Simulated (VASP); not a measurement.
# SiO2 (I4_1/amd) in VASP: relaxation of cell and atoms with r2SCAN

Aim: the relaxation of cell and atoms of SiO2 with r2SCAN.

Program: VASP 6.6.1. These are calculated values, not measurements. Logs are shortened: lines on timing, memory, paths and dates and some standing lists are left out, and cuts for length are marked.

## 1. The cell of the first run

It takes space group I4_1/amd (No. 141, tetragonal). Conventional cell: a = 3.527 Å, b = 3.527 Å, c = 8.519 Å, α = 90.00°, β = 90.00°, γ = 90.00°. Si (site symmetry -4m2) has 6 O at 1.77 to 1.80 Å within 2.4 Å. Within 2.4 Å of O (site symmetry 2mm) lie 3 Si at 1.77 to 1.80 Å and 2 O at 2.26 Å.

## 2. Relaxation of cell and atoms, r2SCAN

The input, POSCAR:

```
SiO2
1.0
   -1.7635718520      1.7635718520      4.2595057995
    1.7635718520     -1.7635718520      4.2595057995
    1.7635718520      1.7635718520     -4.2595057995
Si O
2 4
Direct
    0.0000000000      0.0000000000      0.0000000000
    0.7500000000      0.2500000000      0.5000000000
    0.9578402199      0.4578402199      0.5000000000
    0.2078402199      0.2078402199      0.0000000000
    0.5421597801      0.0421597801      0.5000000000
    0.7921597801      0.7921597801      0.0000000000
```

The input, INCAR.step1:

```
SYSTEM = SiO2
  PREC = Accurate
  ENCUT = 600
  ISMEAR = -1
  SIGMA = 0.02
  LREAL = .False.
  LASPH = .True.
  NELM = 80
  GGA = PE
  ALGO = Normal
  EDIFF = 1E-4
  LWAVE = .True.
  LCHARG = .False.
```

The input, INCAR.step2:

```
SYSTEM = SiO2
  PREC = Accurate
  ENCUT = 600
  EDIFF = 1E-6
  ISMEAR = -1
  SIGMA = 0.02
  LREAL = .False.
  LASPH = .True.
  NELM = 80
  ALGO = Normal
  ISIF = 3
  LWAVE = .False.
  LCHARG = .False.
  METAGGA = R2SCAN
  LMIXTAU = .True.
  IBRION = 2
  NSW = 80
  EDIFFG = -0.005
  ISTART = 1
```

The input, KPOINTS:

```
Automatic mesh
0
Gamma
  10 10 10
  0 0 0
```

Potentials or basis: VASP PAW PBE potentials, release 64 (Si, O).

The run is started by

```sh
cat potpaw_PBE.64/Si/POTCAR potpaw_PBE.64/O/POTCAR > POTCAR
cp INCAR.step1 INCAR
mpirun -np 1 vasp_std > vasp.out
cp INCAR.step2 INCAR
mpirun -np 1 vasp_std > vasp.out
```

OUTCAR:

```text
SYSTEM = SiO2
   PREC = Accurate
   ENCUT = 600
   EDIFF = 1E-6
   ISMEAR = -1
   LREAL = .False.
   LASPH = .True.
   NELM = 80
   ISIF = 3
   METAGGA = R2SCAN
   IBRION = 2
   NSW = 80
   EDIFFG = -0.005
   ISTART = 1

 ion  position               nearest neighbor table
   1  0.000  0.000  0.000-   4 1.77   6 1.77   5 1.80   3 1.80   5 1.80   3 1.80   2 2.77   2 2.77
                             2 2.77   2 2.77
   2  0.750  0.250  0.500-   3 1.77   5 1.77   4 1.80   6 1.80   6 1.80   4 1.80   1 2.77   1 2.77
                             1 2.77   1 2.77
   3  0.958  0.458  0.500-   2 1.77   1 1.80   1 1.80
   4  0.208  0.208  0.000-   1 1.77   2 1.80   2 1.80
   5  0.542  0.042  0.500-   2 1.77   1 1.80   1 1.80
   6  0.792  0.792  0.000-   1 1.77   2 1.80   2 1.80

  LATTYP: Found a body centered tetragonal cell.
 ALAT       =     3.5271437040
 C/A-ratio  =     2.4152720484

  Lattice vectors:

 A1 = (  -1.7635718520,   1.7635718520,   4.2595057995)
 A2 = (   1.7635718520,  -1.7635718520,   4.2595057995)
 A3 = (   1.7635718520,   1.7635718520,  -4.2595057995)

Analysis of symmetry for initial positions (statically):
=====================================================================
 Subroutine PRICEL returns:
 Original cell was already a primitive cell.

 Routine SETGRP: Setting up the symmetry group for a
 body centered tetragonal supercell.

 Subroutine GETGRP returns: Found 16 space group operations
 (whereof  8 operations were pure point group operations)
 out of a pool of 16 trial point group operations.

The static configuration has the point symmetry D_2d.
 The point group associated with its full space group is D_4h.

Analysis of symmetry for dynamics (positions and initial velocities):
=====================================================================
 Subroutine PRICEL returns:
 Original cell was already a primitive cell.

 Routine SETGRP: Setting up the symmetry group for a
 body centered tetragonal supercell.

 Subroutine GETGRP returns: Found 16 space group operations
 (whereof  8 operations were pure point group operations)
 out of a pool of 16 trial point group operations.

The dynamic configuration has the point symmetry D_2d.
 The point group associated with its full space group is D_4h.

 Subroutine INISYM returns: Found 16 space group operations
 (whereof  8 operations are pure point group operations),
 and found     1 'primitive' translations

----------------------------------------------------------------------------------------

                                     Primitive cell

  volume of cell :      52.9914

  direct lattice vectors                    reciprocal lattice vectors
    -1.763571852  1.763571852  4.259505800     0.000000000  0.283515525  0.117384510
     1.763571852 -1.763571852  4.259505800     0.283515525  0.000000000  0.117384510
     1.763571852  1.763571852 -4.259505800     0.283515525  0.283515525  0.000000000

  length of vectors
     4.935966067  4.935966067  4.935966067     0.306855302  0.306855302  0.400951501

  position of ions in fractional coordinates (direct lattice)
     0.000000000  0.000000000  0.000000000
     0.750000000  0.250000000  0.500000000
     0.957840220  0.457840220  0.500000000
     0.207840220  0.207840220  0.000000000
     0.542159780  0.042159780  0.500000000
     0.792159780  0.792159780  0.000000000

  ion indices of the primitive-cell ions
   primitive index   ion index
                 1           1
                 2           2
                 3           3
                 4           4
                 5           5
                 6           6

----------------------------------------------------------------------------------------

 KPOINTS: Automatic mesh

Automatic generation of k-mesh.
 Grid dimensions read from file:
 generate k-points for:   10   10   10

 Generating k-lattice:

  Cartesian coordinates                     Fractional coordinates (reciprocal lattice)
     0.000000000  0.028351553  0.011738451     0.100000000  0.000000000 -0.000000000
     0.028351553  0.000000000  0.011738451     0.000000000  0.100000000 -0.000000000
     0.028351553  0.028351553  0.000000000     0.000000000  0.000000000  0.100000000

  Length of vectors
     0.030685530  0.030685530  0.040095150

  Shift w.r.t. Gamma in fractional coordinates (k-lattice)
     0.000000000  0.000000000  0.000000000

 Subroutine IBZKPT returns following result:
 ===========================================

 Found    102 irreducible k-points:

 Following reciprocal coordinates:
            Coordinates               Weight
  0.000000  0.000000  0.000000      1.000000
  0.100000  0.000000  0.000000      8.000000
  0.200000  0.000000  0.000000      8.000000
  0.300000 -0.000000  0.000000      8.000000
  0.400000  0.000000  0.000000      8.000000
  0.500000 -0.000000  0.000000      4.000000
[... 16 lines left out ...]
  0.300000  0.300000  0.000000      8.000000
  0.400000  0.300000  0.000000     16.000000
 [... further k-points ...]
   k-points           NKPTS =    102   k-points in BZ     NKDIM =    102   number of bands    NBANDS=     20
   number of dos      NEDOS =    301   number of ions     NIONS =      6
   total plane-waves  NPLWV =  64000
   dimension x,y,z NGX =    40 NGY =   40 NGZ =   40
   dimension x,y,z NGXF=    80 NGYF=   80 NGZF=   80
   ions per type =               2   4
   NGX,Y,Z   is equivalent  to a cutoff of  13.47, 13.47, 13.47 a.u.
   NGXF,Y,Z  is equivalent  to a cutoff of  26.94, 26.94, 26.94 a.u.
 SYSTEM =  SiO2
   PREC   = accura    normal or accurate (medium, high low for compatibility)
   ISTART =      1    job   : 0-new  1-cont  2-samecut
   ICHARG =      0    charge: 1-file 2-atom 10-const
   ISPIN  =      1    spin polarized calculation?
   LNONCOLLINEAR =      F non collinear calculations
   LSORBIT =      F    spin-orbit coupling
   LASPH  =      T    aspherical Exc in radial PAW
   ENCUT  =  600.0 eV  44.10 Ry    6.64 a.u.   9.86  9.86  9.86*2*pi/ulx,y,z
   NELM   =     80;   NELMIN=  2; NELMDL=  0     # of ELM steps
   EDIFF  = 0.1E-05   stopping-criterion for ELM
   LREAL  =      F    real-space projection
   EDIFFG = -.5E-02   stopping-criterion for IOM
   NSW    =     80    number of steps for IOM
   IBRION =      2    ionic relax: 0-MD 1-quasi-New 2-CG
   NFREE  =      1    steps in history (QN), initial steepest desc. (CG)
   ISIF   =      3    stress and relaxation
   ISYM   =      2    0-nonsym 1-usesym 2-fastsym
   POTIM  = 0.5000    time-step for ionic-motion
   TEBEG  =    0.0;   TEEND  =   0.0 temperature during run
   PSTRESS=    0.0 pullay stress
   NELECT =      32.0000    total number of electrons
   NUPDOWN=      -1.0000    fix difference up-down
   EMIN   =  10.00;   EMAX   =-10.00  energy-range for DOS
   EFERMI =   0.00;   METHOD = LEGACY
   ISMEAR =    -1;   SIGMA  =   0.02  broadening in eV -4-tet -1-fermi 0-gaus
   EFERMI_NEDOS =   21; number of points for ismear=-14 and -15
   IALGO  =     38    algorithm
   IMIX   =      4    mixing-type and parameters
     AMIX     =   0.40;   BMIX     =  1.00
     AMIX_MAG =   1.60;   BMIX_MAG =  1.00
  volume/ion in A,a.u.               =       8.83        59.60
  Fermi-wavevector in a.u.,A,eV,Ry     =   1.383746  2.614900 26.051789  1.914752
  Thomas-Fermi vector in A             =   2.508315
   LORBIT       =      0    0 simple, 1 ext, 2 COOP (PROOUT), +10 PAW based schemes
   METAGGA = R2SCAN    functional components
   LHFCALC =     F    Hartree Fock is set to
   AEXX    =    0.0000 exact exchange contribution
   IVDW    =     0    specifies the selected vdW correction
   LEPSILON=     F    determine dielectric tensor
   LRPA    =     F    only Hartree local field effects (RPA)
 conjugate gradient relaxation of ions
 non-spin polarized calculation
  energy-cutoff  :      600.00
  volume of cell :       52.99
 maximum number of plane-waves:      1784
   NGX = 19   NGY = 19   NGZ = 19

--------------------------------------- Ionic step        1  -------------------------------------------

 number of electron      32.0000004 magnetization

 Free energy of the ion-electron system (eV)
  ---------------------------------------------------
  ext. energy  EPLUGINS =         0.00000000
  ---------------------------------------------------
  free energy    TOTEN  =       -58.32859697 eV

  energy without entropy =      -58.32859697  energy(sigma->0) =      -58.32859697

------------------------ aborting loop because EDIFF is reached ----------------------------------------

  FORCE on cell =-STRESS in cart. coord.  units (eV):
  Direction    XX          YY          ZZ          XY          YZ          ZX
  --------------------------------------------------------------------------------------
  -------------------------------------------------------------------------------------
  Total       -2.8806297     -2.8806297     -2.8522029      0.0000000      0.0000000      0.0000000
  in kB      -87.0948537    -87.0948537    -86.2353790      0.0000000      0.0000000      0.0000000
  external PRESSURE =     -86.8083621 kB  Pullay stress =       0.0000000 kB
[... 305 lines left out ...]
  energy  without entropy=      -58.3770070545  energy(sigma->0) =      -58.37700705

--------------------------------------- Ionic step        9  -------------------------------------------

 number of electron      32.0000005 magnetization

 Free energy of the ion-electron system (eV)
  ---------------------------------------------------
  ext. energy  EPLUGINS =         0.00000000
  ---------------------------------------------------
  free energy    TOTEN  =       -58.37713788 eV

  energy without entropy =      -58.37713788  energy(sigma->0) =      -58.37713788

 E-fermi :   6.2165     XC(G=0): -12.1748

 val. band max:        5.7001272220   @ k =  -0.4000   0.4000   0.0000
 cond. band min:      12.9199166687   @ k =   0.0000   0.0000   0.0000
 fundamental gap:      7.2197894467
 Fermi energy:         6.2164706375

 k-point     1 :       0.0000    0.0000    0.0000
  band No.  band energies     occupation
      1     -16.9104      2.00000
      2     -13.9056      2.00000
      3     -12.8674      2.00000
      4     -12.0330      2.00000
      5      -2.0952      2.00000
      6      -2.0952      2.00000
[... 12 lines left out ...]
     19      17.7095      0.00000
[... 513 lines left out ...]
      4     -13.0575      2.00000
      5      -4.0148      2.00000
      6      -2.7886      2.00000
[... 12 lines left out ...]
     19      16.9416      0.00000
     20      17.8839      0.00000

 [... further k-points ...]

------------------------ aborting loop because EDIFF is reached ----------------------------------------

  FORCE on cell =-STRESS in cart. coord.  units (eV):
  Direction    XX          YY          ZZ          XY          YZ          ZX
  --------------------------------------------------------------------------------------
  -------------------------------------------------------------------------------------
  Total        0.0083723      0.0083723      0.0113010      0.0000000     -0.0000000      0.0000000
  in kB        0.2621087      0.2621087      0.3537965      0.0000000     -0.0000000      0.0000000
  external PRESSURE =       0.2926713 kB  Pullay stress =       0.0000000 kB
[... 21 lines left out ...]
  FREE ENERGIE OF THE ION-ELECTRON SYSTEM (eV)
  ---------------------------------------------------
  free  energy   TOTEN  =       -58.3771378809 eV

  energy  without entropy=      -58.3771378809  energy(sigma->0) =      -58.37713788

 reached required accuracy - stopping structural energy minimisation
```

Run time: 64 min. Hardware: 1 thread of Intel Xeon Platinum 8259CL at 2.50GHz (Skylake/Cascade Lake), shared host; peak memory 0.33 GiB.

What came out:

| Item | Value |
| --- | --- |
| Free energy | -58.3771 eV |
| Relaxed volume | 8.53 Å³/atom |
| Relaxed cell | a = 4.879 Å, b = 4.879 Å, c = 4.879 Å, α = 138.13°, β = 138.13°, γ = 60.71° |
| Space group after relaxing (to 0.1 Å) | I4_1/amd (No. 141) |
| Energy gained by relaxing | 8.1 meV/atom |
| Ionic steps | 9 |
| Pressure after relaxing | 0.0 GPa |
| Largest force after relaxing | 0.004 eV/Å |
| Band gap on the k mesh | 7.22 eV (least direct gap 7.98 eV) |

Forces in eV/Å, atoms in the order of the input:
```
Si   0.000  0.000  0.000
Si   0.000  0.000  0.000
O    0.000  0.000 -0.004
O    0.000  0.000 -0.004
O    0.000  0.000  0.004
O    0.000  0.000  0.004
```

Step by step:
```
step  energy change (eV)  largest force (eV/Å)  pressure (GPa)  volume (Å³)
   1              0.0000                0.1065           -8.68        52.99
   2              0.0457                0.7774           13.57        49.41
   3             -0.0430                0.2353           -0.30        51.48
   4             -0.0476                0.0327            0.00        51.19
   5             -0.0480                0.0212           -0.08        51.25
   6             -0.0483                0.0180            0.06        51.21
   7             -0.0485                0.0116            0.26        51.15
   8             -0.0484                0.0286           -0.41        51.24
   9             -0.0485                0.0039            0.03        51.18
```

Final structure:
```
Si O
1.0
    -1.74330    1.74330    4.20988
     1.74330   -1.74330    4.20988
     1.74330    1.74330   -4.20988
Si O
2 4
Direct
  0.00000 0.00000 0.00000
  0.75000 0.25000 0.50000
  0.95896 0.45896 0.50000
  0.20896 0.20896 0.00000
  0.54104 0.04104 0.50000
  0.79104 0.79104 0.00000
```

Caveat: the PAW data sets were made with another functional, which shifts forces and pressure a little. A k mesh can miss the band edges.
